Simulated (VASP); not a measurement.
# KF (Fm-3m) in VASP: a series of runs

The runs below take KF through single point, with r2SCAN.

Everything below comes from runs of VASP 6.6.1. Logs are shortened: lines on timing, memory, paths and dates and some standing lists are left out, and cuts for length are marked.

### 1 The cell of the first run

Symmetry: Fm-3m, No. 225, cubic system. The conventional cell has a = 5.318 Å, b = 5.318 Å, c = 5.318 Å, α = 90.00°, β = 90.00°, γ = 90.00°. Within 3.5 Å of K (site symmetry m-3m) lie 6 F at 2.66 Å. F (site symmetry m-3m) has 6 K at 2.66 Å within 3.5 Å.

### 2 Single point, r2SCAN

Contents of POSCAR:

```
KF
1.0
    0.0000000000      2.6589605792      2.6589605792
    2.6589605792      0.0000000000      2.6589605792
    2.6589605792      2.6589605792      0.0000000000
K F
1 1
Direct
    0.0000000000      0.0000000000      0.0000000000
    0.5000000000      0.5000000000      0.5000000000
```

Contents of INCAR.step1:

```
PREC = Accurate ; ENCUT = 520
ISMEAR = 0 ; SIGMA = 0.01
LREAL = F ; LASPH = T
NELM = 80 ; NBANDS = 15
GGA = PE ; ALGO = Normal
EDIFF = 1E-4 ; LWAVE = T
LCHARG = F
```

Contents of INCAR.step2:

```
PREC = Accurate ; ENCUT = 520
EDIFF = 1E-6 ; ISMEAR = 0
SIGMA = 0.01 ; LREAL = F
LASPH = T ; NELM = 80
ALGO = Normal ; ISIF = 2
LWAVE = F ; LCHARG = T
METAGGA = R2SCAN ; LMIXTAU = T
LELF = T ; LVHAR = T
NBANDS = 15 ; ISTART = 1
```

Contents of KPOINTS:

```
Automatic mesh
0
Gamma
  6 6 6
```

Potentials or basis: VASP PAW PBE potentials, release 64 (K_sv, F).

Started as:

```console
> cat potpaw_PBE.64/K_sv/POTCAR potpaw_PBE.64/F/POTCAR > POTCAR
> cp INCAR.step1 INCAR
> mpirun -np 1 vasp_std > vasp.out
> cp INCAR.step2 INCAR
> mpirun -np 1 vasp_std > vasp.out
```

OUTCAR:

```text
PREC = Accurate
   ENCUT = 520
   EDIFF = 1E-6
   ISMEAR = 0
   LREAL = F
   LASPH = T
   NELM = 80
   ISIF = 2
   METAGGA = R2SCAN
   ISTART = 1

 ion  position               nearest neighbor table
   1  0.000  0.000  0.000-   2 2.66   2 2.66   2 2.66   2 2.66   2 2.66   2 2.66
   2  0.500  0.500  0.500-   1 2.66   1 2.66   1 2.66   1 2.66   1 2.66   1 2.66

  LATTYP: Found a face centered cubic cell.
 ALAT       =     5.3179211584

  Lattice vectors:

 A1 = (   0.0000000000,   2.6589605792,   2.6589605792)
 A2 = (   2.6589605792,   0.0000000000,   2.6589605792)
 A3 = (   2.6589605792,   2.6589605792,   0.0000000000)

Analysis of symmetry for initial positions (statically):
=====================================================================
 Subroutine PRICEL returns:
 Original cell was already a primitive cell.

 Routine SETGRP: Setting up the symmetry group for a
 face centered cubic supercell.

 Subroutine GETGRP returns: Found 48 space group operations
 (whereof 48 operations were pure point group operations)
 out of a pool of 48 trial point group operations.

The static configuration has the point symmetry O_h .

Analysis of symmetry for dynamics (positions and initial velocities):
=====================================================================
 Subroutine PRICEL returns:
 Original cell was already a primitive cell.

 Routine SETGRP: Setting up the symmetry group for a
 face centered cubic supercell.

 Subroutine GETGRP returns: Found 48 space group operations
 (whereof 48 operations were pure point group operations)
 out of a pool of 48 trial point group operations.

The dynamic configuration has the point symmetry O_h .

 Subroutine INISYM returns: Found 48 space group operations
 (whereof 48 operations are pure point group operations),
 and found     1 'primitive' translations

----------------------------------------------------------------------------------------

                                     Primitive cell

  volume of cell :      37.5981

  direct lattice vectors                    reciprocal lattice vectors
     0.000000000  2.658960579  2.658960579    -0.188043405  0.188043405  0.188043405
     2.658960579  0.000000000  2.658960579     0.188043405 -0.188043405  0.188043405
     2.658960579  2.658960579  0.000000000     0.188043405  0.188043405 -0.188043405

  length of vectors
     3.760338113  3.760338113  3.760338113     0.325700731  0.325700731  0.325700731

  position of ions in fractional coordinates (direct lattice)
     0.000000000  0.000000000  0.000000000
     0.500000000  0.500000000  0.500000000

  ion indices of the primitive-cell ions
   primitive index   ion index
                 1           1
                 2           2

----------------------------------------------------------------------------------------

 KPOINTS: Automatic mesh

Automatic generation of k-mesh.
 Grid dimensions read from file:
 generate k-points for:    6    6    6

 Generating k-lattice:

  Cartesian coordinates                     Fractional coordinates (reciprocal lattice)
    -0.031340567  0.031340567  0.031340567     0.166666667  0.000000000  0.000000000
     0.031340567 -0.031340567  0.031340567     0.000000000  0.166666667  0.000000000
     0.031340567  0.031340567 -0.031340567     0.000000000  0.000000000  0.166666667

  Length of vectors
     0.054283455  0.054283455  0.054283455

  Shift w.r.t. Gamma in fractional coordinates (k-lattice)
     0.000000000  0.000000000  0.000000000

 Subroutine IBZKPT returns following result:
 ===========================================

 Found     16 irreducible k-points:

 Following reciprocal coordinates:
            Coordinates               Weight
  0.000000  0.000000  0.000000      1.000000
  0.166667  0.000000  0.000000      8.000000
  0.333333  0.000000  0.000000      8.000000
  0.500000  0.000000  0.000000      4.000000
  0.166667  0.166667  0.000000      6.000000
  0.333333  0.166667  0.000000     24.000000
[... 8 lines left out ...]
 -0.333333  0.333333  0.166667     24.000000
 -0.333333  0.500000  0.166667     12.000000
   k-points           NKPTS =     16   k-points in BZ     NKDIM =     16   number of bands    NBANDS=     15
   number of dos      NEDOS =    301   number of ions     NIONS =      2
   total plane-waves  NPLWV =  21952
   dimension x,y,z NGX =    28 NGY =   28 NGZ =   28
   dimension x,y,z NGXF=    56 NGYF=   56 NGZF=   56
   ions per type =               1   1
   NGX,Y,Z   is equivalent  to a cutoff of  12.38, 12.38, 12.38 a.u.
   NGXF,Y,Z  is equivalent  to a cutoff of  24.76, 24.76, 24.76 a.u.
 SYSTEM =  unknown system
   PREC   = accura    normal or accurate (medium, high low for compatibility)
   ISTART =      1    job   : 0-new  1-cont  2-samecut
   ICHARG =      0    charge: 1-file 2-atom 10-const
   ISPIN  =      1    spin polarized calculation?
   LNONCOLLINEAR =      F non collinear calculations
   LSORBIT =      F    spin-orbit coupling
   LASPH  =      T    aspherical Exc in radial PAW
   ENCUT  =  520.0 eV  38.22 Ry    6.18 a.u.   6.99  6.99  6.99*2*pi/ulx,y,z
   NELM   =     80;   NELMIN=  2; NELMDL=  0     # of ELM steps
   EDIFF  = 0.1E-05   stopping-criterion for ELM
   LREAL  =      F    real-space projection
[... 7 lines left out ...]
   TEBEG  =    0.0;   TEEND  =   0.0 temperature during run
   PSTRESS=    0.0 pullay stress
   NELECT =      16.0000    total number of electrons
   NUPDOWN=      -1.0000    fix difference up-down
   EMIN   =  10.00;   EMAX   =-10.00  energy-range for DOS
   EFERMI =   0.00;   METHOD = LEGACY
   ISMEAR =     0;   SIGMA  =   0.01  broadening in eV -4-tet -1-fermi 0-gaus
   EFERMI_NEDOS =   21; number of points for ismear=-14 and -15
   IALGO  =     38    algorithm
   IMIX   =      4    mixing-type and parameters
     AMIX     =   0.40;   BMIX     =  1.00
     AMIX_MAG =   1.60;   BMIX_MAG =  1.00
  volume/ion in A,a.u.               =      18.80       126.86
  Fermi-wavevector in a.u.,A,eV,Ry     =   1.231382  2.326975 20.630548  1.516303
  Thomas-Fermi vector in A             =   2.366194
   LORBIT       =      0    0 simple, 1 ext, 2 COOP (PROOUT), +10 PAW based schemes
   METAGGA = R2SCAN    functional components
   LHFCALC =     F    Hartree Fock is set to
   AEXX    =    0.0000 exact exchange contribution
   IVDW    =     0    specifies the selected vdW correction
   LEPSILON=     F    determine dielectric tensor
   LRPA    =     F    only Hartree local field effects (RPA)
 non-spin polarized calculation
 Gauss-broadening in eV      SIGMA  =   0.01
  energy-cutoff  :      520.00
  volume of cell :       37.60
 maximum number of plane-waves:      1020
   NGX = 13   NGY = 13   NGZ = 13

 number of electron      16.0000010 magnetization

 Free energy of the ion-electron system (eV)
  ---------------------------------------------------
  ext. energy  EPLUGINS =         0.00000000
  ---------------------------------------------------
  free energy    TOTEN  =       -14.97291044 eV

  energy without entropy =      -14.97291044  energy(sigma->0) =      -14.97291044

 E-fermi :  -3.2235     XC(G=0):  -8.9718

 val. band max:       -3.3119919062   @ k =   0.0000   0.0000   0.0000
 cond. band min:       3.5957334002   @ k =   0.0000   0.0000   0.0000
 fundamental gap:      6.9077253064
 Fermi energy:        -3.2234944678

 k-point     1 :       0.0000    0.0000    0.0000
  band No.  band energies     occupation
      1     -30.3949      2.00000
      2     -23.1085      2.00000
      3     -12.8696      2.00000
      4     -12.8696      2.00000
      5     -12.8696      2.00000
      6      -3.3120      2.00000
      7      -3.3120      2.00000
      8      -3.3120      2.00000
      9       3.5957      0.00000
     10       8.1806      0.00000
     11       8.1806      0.00000
     12       8.1806      0.00000
     13      10.0620      0.00000
     14      10.0620      0.00000
     15      13.9772      0.00000

 k-point     2 :       0.1667    0.0000    0.0000
  band No.  band energies     occupation
      1     -30.3698      2.00000
      2     -23.1321      2.00000
      3     -12.9411      2.00000
      4     -12.8788      2.00000
      5     -12.8788      2.00000
      6      -3.5373      2.00000
      7      -3.4015      2.00000
      8      -3.4015      2.00000
      9       4.3469      0.00000
     10       7.7209      0.00000
     11       8.5595      0.00000
     12       8.5595      0.00000
     13      10.3295      0.00000
     14      10.3295      0.00000
     15      15.3237      0.00000

 k-point     3 :       0.3333    0.0000    0.0000
  band No.  band energies     occupation
      1     -30.3189      2.00000
      2     -23.1791      2.00000
      3     -13.0822      2.00000
      4     -12.8967      2.00000
      5     -12.8967      2.00000
      6      -3.9216      2.00000
      7      -3.5751      2.00000
      8      -3.5751      2.00000
      9       5.8886      0.00000
     10       7.4766      0.00000
     11       9.3337      0.00000
     12       9.3337      0.00000
     13      11.1778      0.00000
     14      11.1778      0.00000
     15      15.5884      0.00000
[... 199 lines left out ...]
 k-point    15 :      -0.3333    0.3333    0.1667
  band No.  band energies     occupation
      1     -30.2749      2.00000
      2     -23.1701      2.00000
      3     -13.2318      2.00000
      4     -13.1809      2.00000
      5     -12.9528      2.00000
      6      -3.7814      2.00000
      7      -3.5348      2.00000
      8      -3.5132      2.00000
      9       6.9108      0.00000
     10       7.2542      0.00000
     11       9.1356      0.00000
     12      10.8801      0.00000
     13      11.5506      0.00000
     14      12.9500      0.00000
     15      13.2644      0.00000

 k-point    16 :      -0.3333    0.5000    0.1667
  band No.  band energies     occupation
      1     -30.2697      2.00000
      2     -23.1528      2.00000
      3     -13.3570      2.00000
      4     -13.1781      2.00000
      5     -12.9908      2.00000
      6      -3.6264      2.00000
      7      -3.4930      2.00000
      8      -3.4221      2.00000
      9       6.2390      0.00000
     10       7.9986      0.00000
     11       8.6439      0.00000
     12      11.3085      0.00000
     13      11.9126      0.00000
     14      13.0453      0.00000
     15      13.0723      0.00000

------------------------ aborting loop because EDIFF is reached ----------------------------------------

  FORCE on cell =-STRESS in cart. coord.  units (eV):
  Direction    XX          YY          ZZ          XY          YZ          ZX
  --------------------------------------------------------------------------------------
  -------------------------------------------------------------------------------------
  Total       -0.0076873     -0.0076873     -0.0076873      0.0000000      0.0000000      0.0000000
  in kB       -0.3275831     -0.3275831     -0.3275831      0.0000000      0.0000000      0.0000000
  external PRESSURE =      -0.3275831 kB  Pullay stress =       0.0000000 kB

 VOLUME and BASIS-vectors are now :
 -----------------------------------------------------------------------------
  energy-cutoff  :      520.00
  volume of cell :       37.60
      direct lattice vectors                 reciprocal lattice vectors
     0.000000000  2.658960579  2.658960579    -0.188043405  0.188043405  0.188043405
     2.658960579  0.000000000  2.658960579     0.188043405 -0.188043405  0.188043405
     2.658960579  2.658960579  0.000000000     0.188043405  0.188043405 -0.188043405

 POSITION                                       TOTAL-FORCE (eV/Angst)
 -----------------------------------------------------------------------------------
      0.00000      0.00000      0.00000         0.000000     -0.000000      0.000000
      2.65896      2.65896      2.65896        -0.000000      0.000000     -0.000000
 -----------------------------------------------------------------------------------
    total drift:                                0.000000      0.000000      0.000000

  FREE ENERGIE OF THE ION-ELECTRON SYSTEM (eV)
  ---------------------------------------------------
  free  energy   TOTEN  =       -14.9729104413 eV

  energy  without entropy=      -14.9729104413  energy(sigma->0) =      -14.97291044
```

Run time: 38 s. Hardware: 1 thread of Intel Xeon Platinum 8259CL at 2.50GHz (Skylake/Cascade Lake), shared host; peak memory 0.16 GiB.

Results:

- Free energy: -14.9729 eV
- Pressure: 0.0 GPa
- Band gap on the k mesh: 6.91 eV

Levels at points of the mesh, in eV from the valence-band top:
```tsv
k point	band 6	band 7	band 8	band 9	band 10	band 11
(0.00, 0.00, 0.00)	0.00	0.00	0.00	6.91	11.49	11.49
(0.50, 0.00, 0.00)	-0.78	-0.35	-0.35	9.74	11.36	12.99
(0.50, 0.50, 0.00)	-0.20	-0.05	-0.05	8.78	11.31	12.54
```

Caveat: the PAW data sets were made with another functional, which shifts forces and pressure a little.

### 3 Single point, r2SCAN

POSCAR is that of step 2.

Contents of INCAR.step1:

```
PREC     = Accurate       # precision mode
ENCUT    = 520            # plane-wave cutoff, eV
ISMEAR   = 0              # smearing method
SIGMA    = 0.5            # smearing width, eV
LREAL    = False          # projectors in reciprocal space
LASPH    = True           # aspherical terms in the spheres
NELM     = 80             # most SCF steps
NBANDS   = 15             # bands
GGA      = PE             # functional
ALGO     = Normal         # electronic algorithm
EDIFF    = 1E-4           # SCF threshold, eV
LWAVE    = True           # write WAVECAR
LCHARG   = False          # write CHGCAR
```

Contents of INCAR.step2:

```
PREC     = Accurate       # precision mode
ENCUT    = 520            # plane-wave cutoff, eV
EDIFF    = 1E-6           # SCF threshold, eV
ISMEAR   = 0              # smearing method
SIGMA    = 0.5            # smearing width, eV
LREAL    = False          # projectors in reciprocal space
LASPH    = True           # aspherical terms in the spheres
NELM     = 80             # most SCF steps
ALGO     = Normal         # electronic algorithm
ISIF     = 2              # what is computed and relaxed
LWAVE    = False          # write WAVECAR
LCHARG   = False          # write CHGCAR
METAGGA  = R2SCAN         # meta-GGA
LMIXTAU  = True         
NBANDS   = 15             # bands
ISTART   = 1
```

KPOINTS is that of step 2.

Potentials or basis: VASP PAW PBE potentials, release 64 (K_sv, F).

Started as:

```console
> cat potpaw_PBE.64/K_sv/POTCAR potpaw_PBE.64/F/POTCAR > POTCAR
> cp INCAR.step1 INCAR
> mpirun -np 1 vasp_std > vasp.out
> cp INCAR.step2 INCAR
> mpirun -np 1 vasp_std > vasp.out
```

Wall time 38 s (1 thread of Intel Xeon Platinum 8259CL at 2.50GHz (Skylake/Cascade Lake), shared host); peak memory 0.16 GiB.

The run converged. Its results:

| Quantity | Value |
| --- | --- |
| Free energy | -14.9729 eV |
| Pressure | 0.0 GPa |
| Band gap on the k mesh | 6.91 eV |

Levels at points of the mesh, in eV from the valence-band top:
```csv
k point,band 4,band 5,band 6,band 7,band 8,band 9,band 10,band 11,band 12,band 13
"(0.00, 0.00, 0.00)",-9.56,-9.56,0.00,0.00,0.00,6.91,11.49,11.49,11.49,13.37
"(0.50, 0.00, 0.00)",-9.59,-9.59,-0.78,-0.35,-0.35,9.74,11.36,12.99,12.99,15.38
"(0.50, 0.50, 0.00)",-9.78,-9.78,-0.20,-0.05,-0.05,8.78,11.31,12.54,14.71,15.22
```

Caveat: so wide a smearing shifts energies and pressures; the PAW data sets were made with another functional, which shifts forces and pressure a little.

(Part 1 of 2 ends here.)
